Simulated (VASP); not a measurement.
# Fe (Im-3m) in VASP: notebook

Runs on Fe. Level: LDA. Tasks: single point.

Everything below comes from runs of VASP 6.6.1. Logs are shortened: lines on timing, memory, paths and dates and some standing lists are left out, and cuts for length are marked.

### 1 The cell of the first run

The structure is cubic, space group Im-3m (No. 229). Conventional cell: a = 2.700 Å, b = 2.700 Å, c = 2.700 Å, α = 90.00°, β = 90.00°, γ = 90.00°. Fe (site symmetry m-3m) has 14 Fe at 2.34 to 2.70 Å within 3.1 Å.

### 2 Single point, LDA

The input, INCAR:

```
SYSTEM = Fe
ALGO = Normal
EDIFF = 1E-6
ENCUT = 600
GGA_COMPAT = .False.
ISIF = 2
ISMEAR = -1
LASPH = .True.
LCHARG = .False.
LREAL = .False.
LWAVE = .False.
NBANDS = 10
NELM = 120
PREC = Accurate
SIGMA = 0.6
```

The input, KPOINTS:

```
k-points
0
Gamma
  16 16 16
  0 0 0
```

The input, POSCAR:

```
Fe
1.0
   -1.3498227879      1.3498227879      1.3498227879
    1.3498227879     -1.3498227879      1.3498227879
    1.3498227879      1.3498227879     -1.3498227879
Fe
1
Direct
    0.0000000000      0.0000000000      0.0000000000
```

Potentials or basis: VASP PAW LDA potentials, release 64 (Fe).

Launch:

```sh
> cat potpaw_LDA.64/Fe/POTCAR > POTCAR
> mpirun -np 1 vasp_std > vasp.out
```

OUTCAR:

```text
SYSTEM = Fe
   EDIFF = 1E-6
   ENCUT = 600
   ISIF = 2
   ISMEAR = -1
   LASPH = .True.
   LREAL = .False.
   NELM = 120
   PREC = Accurate

 ion  position               nearest neighbor table
   1  0.000  0.000  0.000-

  LATTYP: Found a body centered cubic cell.
 ALAT       =     2.6996455758

  Lattice vectors:

 A1 = (  -1.3498227879,   1.3498227879,   1.3498227879)
 A2 = (   1.3498227879,  -1.3498227879,   1.3498227879)
 A3 = (   1.3498227879,   1.3498227879,  -1.3498227879)

Analysis of symmetry for initial positions (statically):
=====================================================================
 Subroutine PRICEL returns:
 Original cell was already a primitive cell.

 Routine SETGRP: Setting up the symmetry group for a
 body centered cubic supercell.

 Subroutine GETGRP returns: Found 48 space group operations
 (whereof 48 operations were pure point group operations)
 out of a pool of 48 trial point group operations.

The static configuration has the point symmetry O_h .

Analysis of symmetry for dynamics (positions and initial velocities):
=====================================================================
 Subroutine PRICEL returns:
 Original cell was already a primitive cell.

 Routine SETGRP: Setting up the symmetry group for a
 body centered cubic supercell.

 Subroutine GETGRP returns: Found 48 space group operations
 (whereof 48 operations were pure point group operations)
 out of a pool of 48 trial point group operations.

The dynamic configuration has the point symmetry O_h .

 Subroutine INISYM returns: Found 48 space group operations
 (whereof 48 operations are pure point group operations),
 and found     1 'primitive' translations

----------------------------------------------------------------------------------------

                                     Primitive cell

  volume of cell :       9.8376

  direct lattice vectors                    reciprocal lattice vectors
    -1.349822788  1.349822788  1.349822788     0.000000000  0.370418995  0.370418995
     1.349822788 -1.349822788  1.349822788     0.370418995  0.000000000  0.370418995
     1.349822788  1.349822788 -1.349822788     0.370418995  0.370418995  0.000000000

  length of vectors
     2.337961650  2.337961650  2.337961650     0.523851566  0.523851566  0.523851566

  position of ions in fractional coordinates (direct lattice)
     0.000000000  0.000000000  0.000000000

  ion indices of the primitive-cell ions
   primitive index   ion index
                 1           1

----------------------------------------------------------------------------------------

 KPOINTS: k-points

Automatic generation of k-mesh.
 Grid dimensions read from file:
 generate k-points for:   16   16   16

 Generating k-lattice:

  Cartesian coordinates                     Fractional coordinates (reciprocal lattice)
     0.000000000  0.023151187  0.023151187     0.062500000  0.000000000  0.000000000
     0.023151187  0.000000000  0.023151187     0.000000000  0.062500000  0.000000000
     0.023151187  0.023151187  0.000000000     0.000000000  0.000000000  0.062500000

  Length of vectors
     0.032740723  0.032740723  0.032740723

  Shift w.r.t. Gamma in fractional coordinates (k-lattice)
     0.000000000  0.000000000  0.000000000

 Subroutine IBZKPT returns following result:
 ===========================================

 Found    145 irreducible k-points:

 Following reciprocal coordinates:
            Coordinates               Weight
  0.000000  0.000000  0.000000      1.000000
  0.062500  0.000000  0.000000     12.000000
  0.125000  0.000000  0.000000     12.000000
  0.187500  0.000000  0.000000     12.000000
  0.250000  0.000000  0.000000     12.000000
  0.312500  0.000000  0.000000     12.000000
[... 16 lines left out ...]
  0.187500  0.187500  0.000000     24.000000
  0.250000  0.187500  0.000000     48.000000
 [... further k-points ...]
   k-points           NKPTS =    145   k-points in BZ     NKDIM =    145   number of bands    NBANDS=     10
   number of dos      NEDOS =    301   number of ions     NIONS =      1
   total plane-waves  NPLWV =   8000
   dimension x,y,z NGX =    20 NGY =   20 NGZ =   20
   dimension x,y,z NGXF=    40 NGYF=   40 NGZF=   40
   ions per type =               1
   NGX,Y,Z   is equivalent  to a cutoff of  14.22, 14.22, 14.22 a.u.
   NGXF,Y,Z  is equivalent  to a cutoff of  28.44, 28.44, 28.44 a.u.
 SYSTEM =  Fe
   PREC   = accura    normal or accurate (medium, high low for compatibility)
   ISTART =      0    job   : 0-new  1-cont  2-samecut
   ICHARG =      2    charge: 1-file 2-atom 10-const
   ISPIN  =      1    spin polarized calculation?
   LNONCOLLINEAR =      F non collinear calculations
   LSORBIT =      F    spin-orbit coupling
   LASPH  =      T    aspherical Exc in radial PAW
   ENCUT  =  600.0 eV  44.10 Ry    6.64 a.u.   4.67  4.67  4.67*2*pi/ulx,y,z
   NELM   =    120;   NELMIN=  2; NELMDL= -5     # of ELM steps
   EDIFF  = 0.1E-05   stopping-criterion for ELM
   LREAL  =      F    real-space projection
   EDIFFG = 0.1E-04   stopping-criterion for IOM
   NSW    =      0    number of steps for IOM
   IBRION =     -1    ionic relax: 0-MD 1-quasi-New 2-CG
   NFREE  =      0    steps in history (QN), initial steepest desc. (CG)
   ISIF   =      2    stress and relaxation
   ISYM   =      2    0-nonsym 1-usesym 2-fastsym
   POTIM  = 0.5000    time-step for ionic-motion
   TEBEG  =    0.0;   TEEND  =   0.0 temperature during run
   PSTRESS=    0.0 pullay stress
   NELECT =       8.0000    total number of electrons
   NUPDOWN=      -1.0000    fix difference up-down
   EMIN   =  10.00;   EMAX   =-10.00  energy-range for DOS
   EFERMI =   0.00;   METHOD = LEGACY
   ISMEAR =    -1;   SIGMA  =   0.60  broadening in eV -4-tet -1-fermi 0-gaus
   EFERMI_NEDOS =   21; number of points for ismear=-14 and -15
   IALGO  =     38    algorithm
   IMIX   =      4    mixing-type and parameters
     AMIX     =   0.40;   BMIX     =  1.00
     AMIX_MAG =   1.60;   BMIX_MAG =  1.00
  volume/ion in A,a.u.               =       9.84        66.39
  Fermi-wavevector in a.u.,A,eV,Ry     =   1.528064  2.887621 31.769306  2.334978
  Thomas-Fermi vector in A             =   2.635874
   LORBIT       =      0    0 simple, 1 ext, 2 COOP (PROOUT), +10 PAW based schemes
   GGA     = CA    functional components
   LHFCALC =     F    Hartree Fock is set to
   AEXX    =    0.0000 exact exchange contribution
   IVDW    =     0    specifies the selected vdW correction
   LEPSILON=     F    determine dielectric tensor
   LRPA    =     F    only Hartree local field effects (RPA)
 non-spin polarized calculation
  energy-cutoff  :      600.00
  volume of cell :        9.84
 maximum number of plane-waves:       370
   NGX =  9   NGY =  9   NGZ =  9

 number of electron       8.0000004 magnetization

 Free energy of the ion-electron system (eV)
  ---------------------------------------------------
  ext. energy  EPLUGINS =         0.00000000
  ---------------------------------------------------
  free energy    TOTEN  =       -10.17593273 eV

  energy without entropy =       -8.24856750  energy(sigma->0) =       -9.21225012

 E-fermi :   7.4338     XC(G=0): -14.2697

 val. band max:        7.4285647117   @ k =   0.0625   0.0625   0.0000
 cond. band min:       7.4417861064   @ k =   0.3750   0.2500   0.0000
 fundamental gap:      0.0132213947
 Fermi energy:         7.4338145006

 k-point     1 :       0.0000    0.0000    0.0000
  band No.  band energies     occupation
      1      -1.8800      2.00000
      2       5.4800      1.92580
      3       5.4800      1.92580
      4       5.4800      1.92580
      5       7.4043      1.02460
      6       7.4043      1.02460
      7      33.6838      0.00000
      8      33.6838      0.00000
      9      33.6838      0.00000
     10      39.9766      0.00000

 k-point     2 :       0.0625    0.0000    0.0000
  band No.  band energies     occupation
      1      -1.6977      2.00000
      2       5.4196      1.93267
      3       5.4725      1.92669
      4       5.5919      1.91126
      5       7.3402      1.07787
      6       7.4091      1.02059
      7      32.7792      0.00000
      8      33.4995      0.00000
      9      33.6582      0.00000
     10      39.4576      0.00000

 k-point     3 :       0.1250    0.0000    0.0000
  band No.  band energies     occupation
      1      -1.1672      2.00000
      2       5.2502      1.94880
      3       5.4301      1.93152
      4       5.9177      1.85201
      5       7.1981      1.19392
      6       7.4252      1.00716
      7      30.6675      0.00000
      8      32.7916      0.00000
      9      33.5935      0.00000
     10      39.0624      0.00000

 k-point     4 :       0.1875    0.0000    0.0000
  band No.  band energies     occupation
      1      -0.3454      2.00000
      2       5.0036      1.96577
      3       5.3256      1.94215
      4       6.4264      1.68557
      5       7.0946      1.27542
      6       7.4564      0.98119
      7      27.9944      0.00000
      8      31.5515      0.00000
      9      33.5142      0.00000
     10      36.6803      0.00000
[... 222 lines left out ...]
 k-point    22 :       0.4375    0.1250    0.0000
  band No.  band energies     occupation
      1       2.4613      1.99950
      2       4.0936      1.99239
      3       6.2035      1.77200
      4       7.3449      1.07392
      5       8.0717      0.51340
      6      10.7454      0.00799
      7      16.6850      0.00000
      8      24.6506      0.00000
      9      28.8348      0.00000
     10      34.8481      0.00000

 k-point    23 :       0.1875    0.1875    0.0000
  band No.  band energies     occupation
      1       1.9669      1.99978
      2       4.4986      1.98510
      3       4.7388      1.97784
      4       6.9820      1.35967
      5       7.7085      0.77499
      6       8.4686      0.30257
      7      23.7863      0.00000
      8      24.8922      0.00000
      9      31.1300      0.00000
     10      35.1205      0.00000

 k-point    24 :       0.2500    0.1875    0.0000
  band No.  band energies     occupation
      1       2.6416      1.99932
      2       4.2759      1.98970
      3       4.8329      1.97413
      4       7.0989      1.27207
      5       7.7929      0.70938
      6       9.5295      0.05904
      7      21.3601      0.00000
      8      23.5201      0.00000
      9      30.0033      0.00000
     10      35.3935      0.00000

 [... further k-points ...]
[... 5 lines left out ...]
  --------------------------------------------------------------------------------------
  -------------------------------------------------------------------------------------
  Total        1.0102036      1.0102036      1.0102036      0.0000000      0.0000000     -0.0000000
  in kB      164.5239981    164.5239981    164.5239981      0.0000000      0.0000000     -0.0000000
  external PRESSURE =     164.5239981 kB  Pullay stress =       0.0000000 kB

 VOLUME and BASIS-vectors are now :
 -----------------------------------------------------------------------------
  energy-cutoff  :      600.00
  volume of cell :        9.84
      direct lattice vectors                 reciprocal lattice vectors
    -1.349822788  1.349822788  1.349822788     0.000000000  0.370418995  0.370418995
     1.349822788 -1.349822788  1.349822788     0.370418995  0.000000000  0.370418995
     1.349822788  1.349822788 -1.349822788     0.370418995  0.370418995  0.000000000

 POSITION                                       TOTAL-FORCE (eV/Angst)
 -----------------------------------------------------------------------------------
      0.00000      0.00000      0.00000         0.000000      0.000000      0.000000
 -----------------------------------------------------------------------------------
    total drift:                                0.000000      0.000000      0.000000

  FREE ENERGIE OF THE ION-ELECTRON SYSTEM (eV)
  ---------------------------------------------------
  free  energy   TOTEN  =       -10.1759327302 eV

  energy  without entropy=       -8.2485675041  energy(sigma->0) =       -9.21225012
```

It took 6.3 s on 1 thread of Intel Xeon 6975P-C (Granite Rapids), shared host; peak memory 0.13 GiB.

Results:

```
Free energy            : -10.1759 eV
Pressure               : 16.5 GPa
Band gap on the k mesh : zero (band 4 reaches 8.64 eV, above the bottom of band 5 at 6.33 eV)
```

Caveat: the run has no spin polarisation, though such a crystal can be magnetic. Spin polarisation is off, so any magnetic state and its effect on volume and gap are missing.

(Continued in part 2 of 2.)
